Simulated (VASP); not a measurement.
# BN (P1) in VASP: single point with PBE

Aim: the single point of BN with PBE.

Everything below comes from runs of VASP 6.6.1. Logs are shortened: lines on timing, memory, paths and dates and some standing lists are left out, and cuts for length are marked.

**1. The cell of the first run**

The typed cell holds 4 atoms: a = 2.690 Å, b = 2.422 Å, c = 4.170 Å, α = 89.39°, β = 94.05°, γ = 121.77°.

**2. Single point, PBE (atoms moved at random and the cell strained at random)**

INCAR

```
PREC = Accurate
ENCUT = 520
EDIFF = 1E-7
ISMEAR = 0
SIGMA = 0.05
LREAL = F
LASPH = T
NELM = 60
ALGO = Normal
ISIF = 2
LWAVE = F
LCHARG = F
GGA = PE
NBANDS = 16
```

KPOINTS

```
regular mesh
0
Gamma
  12 12 6
```

POSCAR

```
BN
1.0
    2.6883504047      0.0421880946     -0.0917031427
   -1.3076392407      2.0381441626      0.0108823432
   -0.1516496820     -0.0667748159      4.1664217448
B N
2 2
Direct
    0.6936841949      0.3620583733      0.9895554582
    0.3200000910      0.6696696277      0.5166834429
    0.6552429015      0.3242728653      0.6289481770
    0.3310728126      0.6439991336      0.1148129219
```

Potentials or basis: VASP PAW PBE potentials, release 64 (B, N).

The run is started by

```sh
$ cat potpaw_PBE.64/B/POTCAR potpaw_PBE.64/N/POTCAR > POTCAR
$ mpirun -np 1 vasp_std > vasp.out
```

OUTCAR:

```text
PREC = Accurate
   ENCUT = 520
   EDIFF = 1E-7
   ISMEAR = 0
   LREAL = F
   LASPH = T
   NELM = 60
   ISIF = 2
   GGA = PE

 ion  position               nearest neighbor table
   1  0.694  0.362  0.990-   3 1.50   4 1.53   4 1.57   4 1.59
   2  0.320  0.670  0.517-   3 1.41   3 1.57   3 1.63   4 1.68
   3  0.655  0.324  0.629-   2 1.41   1 1.50   2 1.57   2 1.63
   4  0.331  0.644  0.115-   1 1.53   1 1.57   1 1.59   2 1.68

  LATTYP: Found a triclinic cell.
 ALAT       =     2.6902448216
 B/A-ratio  =     0.9001352825
 C/A-ratio  =     1.5499390180
 COS(alpha) =     0.0106510276
 COS(beta)  =     0.0706551947
 COS(gamma) =     0.5265674440

  Lattice vectors:

 A1 = (   2.6883504047,   0.0421880946,  -0.0917031427)
 A2 = (   1.3076392407,  -2.0381441626,  -0.0108823432)
 A3 = (   0.1516496820,   0.0667748159,  -4.1664217448)

Analysis of symmetry for initial positions (statically):
=====================================================================
 Subroutine PRICEL returns:
 Original cell was already a primitive cell.

 Routine SETGRP: Setting up the symmetry group for a
 triclinic supercell.

 Subroutine GETGRP returns: Found  1 space group operations
 (whereof  1 operations were pure point group operations)
 out of a pool of  2 trial point group operations.

The static configuration has the point symmetry C_1 .

Analysis of symmetry for dynamics (positions and initial velocities):
=====================================================================
 Subroutine PRICEL returns:
 Original cell was already a primitive cell.

 Routine SETGRP: Setting up the symmetry group for a
 triclinic supercell.

 Subroutine GETGRP returns: Found  1 space group operations
 (whereof  1 operations were pure point group operations)
 out of a pool of  2 trial point group operations.

The dynamic configuration has the point symmetry C_1 .

 Subroutine INISYM returns: Found  1 space group operations
 (whereof  1 operations are pure point group operations),
 and found     1 'primitive' translations

----------------------------------------------------------------------------------------

                                     Primitive cell

  volume of cell :      23.0242

  direct lattice vectors                    reciprocal lattice vectors
     2.688350405  0.042188095 -0.091703143     0.368850342  0.236556291  0.017216702
    -1.307639241  2.038144163  0.010882343    -0.007368322  0.485874890  0.007518875
    -0.151649682 -0.066774816  4.166421745     0.008137659  0.003937551  0.240373410

  length of vectors
     2.690244822  2.421584282  4.169715417     0.438526930  0.485988924  0.240543348

  position of ions in fractional coordinates (direct lattice)
     0.693684195  0.362058373  0.989555458
     0.320000091  0.669669628  0.516683443
     0.655242902  0.324272865  0.628948177
     0.331072813  0.643999134  0.114812922

  ion indices of the primitive-cell ions
   primitive index   ion index
                 1           1
                 2           2
                 3           3
                 4           4

----------------------------------------------------------------------------------------

 KPOINTS: regular mesh

Automatic generation of k-mesh.
 Grid dimensions read from file:
 generate k-points for:   12   12    6

 Generating k-lattice:

  Cartesian coordinates                     Fractional coordinates (reciprocal lattice)
     0.030737529  0.019713024  0.001434725     0.083333333 -0.000000000 -0.000000000
    -0.000614027  0.040489574  0.000626573    -0.000000000  0.083333333 -0.000000000
     0.001356277  0.000656258  0.040062235    -0.000000000  0.000000000  0.166666667

  Length of vectors
     0.036543911  0.040499077  0.040090558

  Shift w.r.t. Gamma in fractional coordinates (k-lattice)
     0.000000000  0.000000000  0.000000000

 Subroutine IBZKPT returns following result:
 ===========================================

 Found    436 irreducible k-points:

 Following reciprocal coordinates:
            Coordinates               Weight
  0.000000  0.000000  0.000000      1.000000
  0.083333  0.000000  0.000000      2.000000
  0.166667 -0.000000 -0.000000      2.000000
  0.250000 -0.000000  0.000000      2.000000
  0.333333 -0.000000 -0.000000      2.000000
  0.416667 -0.000000 -0.000000      2.000000
[... 16 lines left out ...]
  0.250000  0.166667  0.000000      2.000000
  0.333333  0.166667  0.000000      2.000000
 [... further k-points ...]
   k-points           NKPTS =    436   k-points in BZ     NKDIM =    436   number of bands    NBANDS=     16
   number of dos      NEDOS =    301   number of ions     NIONS =      4
   total plane-waves  NPLWV =  11520
   dimension x,y,z NGX =    20 NGY =   18 NGZ =   32
   dimension x,y,z NGXF=    40 NGYF=   36 NGZF=   64
   ions per type =               2   2
   NGX,Y,Z   is equivalent  to a cutoff of  12.36, 12.36, 12.76 a.u.
   NGXF,Y,Z  is equivalent  to a cutoff of  24.72, 24.71, 25.52 a.u.
 SYSTEM =  unknown system
   PREC   = accura    normal or accurate (medium, high low for compatibility)
   ISTART =      0    job   : 0-new  1-cont  2-samecut
   ICHARG =      2    charge: 1-file 2-atom 10-const
   ISPIN  =      1    spin polarized calculation?
   LNONCOLLINEAR =      F non collinear calculations
   LSORBIT =      F    spin-orbit coupling
   LASPH  =      T    aspherical Exc in radial PAW
   ENCUT  =  520.0 eV  38.22 Ry    6.18 a.u.   5.00  4.50  7.75*2*pi/ulx,y,z
   NELM   =     60;   NELMIN=  2; NELMDL= -5     # of ELM steps
   EDIFF  = 0.1E-06   stopping-criterion for ELM
   LREAL  =      F    real-space projection
   EDIFFG = 0.1E-05   stopping-criterion for IOM
   NSW    =      0    number of steps for IOM
   IBRION =     -1    ionic relax: 0-MD 1-quasi-New 2-CG
   NFREE  =      0    steps in history (QN), initial steepest desc. (CG)
   ISIF   =      2    stress and relaxation
   ISYM   =      2    0-nonsym 1-usesym 2-fastsym
   POTIM  = 0.5000    time-step for ionic-motion
   TEBEG  =    0.0;   TEEND  =   0.0 temperature during run
   PSTRESS=    0.0 pullay stress
   NELECT =      16.0000    total number of electrons
   NUPDOWN=      -1.0000    fix difference up-down
   EMIN   =  10.00;   EMAX   =-10.00  energy-range for DOS
   EFERMI =   0.00;   METHOD = LEGACY
   ISMEAR =     0;   SIGMA  =   0.05  broadening in eV -4-tet -1-fermi 0-gaus
   EFERMI_NEDOS =   21; number of points for ismear=-14 and -15
   IALGO  =     38    algorithm
   IMIX   =      4    mixing-type and parameters
     AMIX     =   0.40;   BMIX     =  1.00
     AMIX_MAG =   1.60;   BMIX_MAG =  1.00
  volume/ion in A,a.u.               =       5.76        38.84
  Fermi-wavevector in a.u.,A,eV,Ry     =   1.450062  2.740219 28.608681  2.102679
  Thomas-Fermi vector in A             =   2.567717
   LORBIT       =      0    0 simple, 1 ext, 2 COOP (PROOUT), +10 PAW based schemes
   GGA     = PE    functional components
   LHFCALC =     F    Hartree Fock is set to
   AEXX    =    0.0000 exact exchange contribution
   IVDW    =     0    specifies the selected vdW correction
   LEPSILON=     F    determine dielectric tensor
   LRPA    =     F    only Hartree local field effects (RPA)
 non-spin polarized calculation
 Gauss-broadening in eV      SIGMA  =   0.05
  energy-cutoff  :      520.00
  volume of cell :       23.02
 maximum number of plane-waves:       635
   NGX =  9   NGY =  9   NGZ = 15

 number of electron      16.0000000 magnetization

 Free energy of the ion-electron system (eV)
  ---------------------------------------------------
  ext. energy  EPLUGINS =         0.00000000
  ---------------------------------------------------
  free energy    TOTEN  =       -33.77033598 eV

  energy without entropy =      -33.77033598  energy(sigma->0) =      -33.77033598

 E-fermi :   9.1949     XC(G=0): -12.9473

 val. band max:        8.9165155412   @ k =   0.0000   0.0000   0.0000
 cond. band min:      12.4501108391   @ k =  -0.0000   0.5000   0.0000
 fundamental gap:      3.5335952979
 Fermi energy:         9.1949292297

 k-point     1 :       0.0000    0.0000    0.0000
  band No.  band energies     occupation
      1     -12.9580      2.00000
      2      -8.4198      2.00000
      3      -3.2110      2.00000
      4       4.9058      2.00000
      5       5.6260      2.00000
      6       7.1050      2.00000
[... 8 lines left out ...]
     15      22.3303      0.00000
     16      24.6343      0.00000

 k-point     2 :       0.0833    0.0000    0.0000
  band No.  band energies     occupation
      1     -12.8196      2.00000
      2      -8.3205      2.00000
      3      -3.0672      2.00000
      4       4.1932      2.00000
      5       5.4101      2.00000
      6       6.5662      2.00000
[... 8 lines left out ...]
     15      22.4241      0.00000
     16      24.2685      0.00000

 k-point     3 :       0.1667   -0.0000   -0.0000
  band No.  band energies     occupation
      1     -12.4098      2.00000
      2      -8.0386      2.00000
      3      -2.6431      2.00000
      4       2.5066      2.00000
      5       4.8017      2.00000
      6       5.3479      2.00000
[... 8 lines left out ...]
     15      22.7658      0.00000
     16      23.4667      0.00000

 k-point     4 :       0.2500   -0.0000    0.0000
  band No.  band energies     occupation
      1     -11.7476      2.00000
      2      -7.6359      2.00000
      3      -1.9682      2.00000
      4       0.5864      2.00000
      5       3.3821      2.00000
      6       4.5296      2.00000
[... 8 lines left out ...]
     15      22.8117      0.00000
     16      23.9130      0.00000
[... 324 lines left out ...]
 k-point    22 :       0.1667    0.1667    0.0000
  band No.  band energies     occupation
      1     -11.1243      2.00000
      2      -7.1845      2.00000
      3      -1.3742      2.00000
      4       0.4419      2.00000
      5       2.2823      2.00000
      6       3.7772      2.00000
[... 8 lines left out ...]
     15      23.2936      0.00000
     16      24.7475      0.00000

 k-point    23 :       0.2500    0.1667    0.0000
  band No.  band energies     occupation
      1     -10.2516      2.00000
      2      -6.8930      2.00000
      3      -0.9995      2.00000
      4      -0.4932      2.00000
      5       1.2156      2.00000
      6       2.7998      2.00000
[... 8 lines left out ...]
     15      23.4039      0.00000
     16      25.1665      0.00000

 k-point    24 :       0.3333    0.1667    0.0000
  band No.  band energies     occupation
      1      -9.3693      2.00000
      2      -6.9561      2.00000
      3      -1.7492      2.00000
      4      -0.0628      2.00000
      5       0.8049      2.00000
      6       2.1416      2.00000
[... 8 lines left out ...]
     15      23.2624      0.00000
     16      25.3485      0.00000

 [... further k-points ...]
[... 5 lines left out ...]
  --------------------------------------------------------------------------------------
  -------------------------------------------------------------------------------------
  Total       -4.2678087     10.3388077      3.4289866     -2.3557749      2.2894386      3.8373032
  in kB     -296.9822070    719.4422551    238.6114466   -163.9303176    159.3142012    267.0248027
  external PRESSURE =     220.3571649 kB  Pullay stress =       0.0000000 kB

 VOLUME and BASIS-vectors are now :
 -----------------------------------------------------------------------------
  energy-cutoff  :      520.00
  volume of cell :       23.02
      direct lattice vectors                 reciprocal lattice vectors
     2.688350405  0.042188095 -0.091703143     0.368850342  0.236556291  0.017216702
    -1.307639241  2.038144163  0.010882343    -0.007368322  0.485874890  0.007518875
    -0.151649682 -0.066774816  4.166421745     0.008137659  0.003937551  0.240373410

 POSITION                                       TOTAL-FORCE (eV/Angst)
 -----------------------------------------------------------------------------------
      1.24136      0.70111      4.06323        -0.552233     -2.203481      2.085635
     -0.09377      1.34388      2.13066         0.601490     -2.359609     -3.181562
      1.24211      0.64656      2.56390        -0.030723      2.723960     -0.359874
      0.03051      1.31886      0.45501        -0.018534      1.839130      1.455801
 -----------------------------------------------------------------------------------
    total drift:                               -0.000045     -0.000039      0.000179

  FREE ENERGIE OF THE ION-ELECTRON SYSTEM (eV)
  ---------------------------------------------------
  free  energy   TOTEN  =       -33.7703359791 eV

  energy  without entropy=      -33.7703359791  energy(sigma->0) =      -33.77033598
```

Wall time 1.7 min (1 thread of Intel Xeon 6975P-C, shared host); peak memory 0.24 GiB.

Results:

| Quantity | Value |
| --- | --- |
| Free energy | -33.7703 eV |
| Pressure | 22.0 GPa |
| Largest force | 4.006 eV/Å |
| Band gap on the k mesh | 3.53 eV, indirect (least direct gap 5.88 eV) |

Forces in eV/Å, atoms in the order of the input:
```
B   -0.552 -2.203  2.086
B    0.601 -2.360 -3.182
N   -0.031  2.724 -0.360
N   -0.019  1.839  1.456
```

Caveat: the cell differs from its parent crystal (atoms moved at random and the cell strained at random); forces of over 1 eV/Å act on the atoms, so gaps and moduli don't describe the material at rest.
